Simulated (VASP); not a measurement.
Wanted: the native input for a VASP 6.6.1 run.

| Property | Result |
| --- | --- |
| Task | single point |
| Functional | LDA |
| Potentials or basis | VASP PAW LDA potentials, release 64 (Ta_sv_GW, N) |
| Cutoff | 600 eV |
| k mesh | 18 × 18 × 8 |
| Occupations | fermi-dirac, width 0.15 eV |
| Spin | no spin polarisation |
| Hubbard terms | Ta d U = 2.0 eV |
| Dipole correction | no |
| Second run | valence_matched |
| Further INCAR settings | ALGO = Normal; EDIFF = 1e-06; NBANDS = 26 |

The structure of TaN lies in POSCAR:

```
TaN
1.0
    2.8604882294      0.0000000000      0.0000000000
   -1.4302441147      2.4772554738      0.0000000000
    0.0000000000      0.0000000000      5.7943207800
Ta N
2 2
Direct
    0.0000000000      0.0000000000      0.0000000000
    0.0000000000      0.0000000000      0.5000000000
    0.3333333333      0.6666666667      0.2500000000
    0.6666666667      0.3333333333      0.7500000000
```

The input as run:

INCAR

```
SYSTEM = TaN
PREC = Accurate
ENCUT = 600
EDIFF = 1E-6
ISMEAR = -1
SIGMA = 0.15
LREAL = .False.
LASPH = .True.
NELM = 200
ALGO = Normal
ISIF = 2
LWAVE = .False.
LCHARG = .False.
LMAXMIX = 4
LDAU = .True.
LDAUTYPE = 2
LDAUL = 2 -1
LDAUU = 2 0
LDAUJ = 0 0
LDAUPRINT = 1
NBANDS = 26
GGA_COMPAT = .False.
```

KPOINTS

```
regular mesh
0
Gamma
  18 18 8
  0 0 0
```

Potentials or basis: VASP PAW LDA potentials, release 64 (Ta_sv_GW, N).

Run with:

```sh
$ cat potpaw_LDA.64/Ta_sv_GW/POTCAR potpaw_LDA.64/N/POTCAR > POTCAR
$ mpirun -np 1 vasp_std > vasp.out
```

Results of the run:

```yaml
Pressure: 13.3 GPa
Band_gap_on_the_k_mesh: zero (band 18 reaches 13.70 eV, above the bottom of band 19 at 12.63 eV)
```

Caveat: spin-orbit coupling is left out, which moves the levels of the heavy elements; U without spin polarisation on a metal has little footing.

Run time: 3.9 min on 1 thread of AMD EPYC 7R13 Processor (Zen 3), with other jobs on the host, peak memory 0.3 GiB.
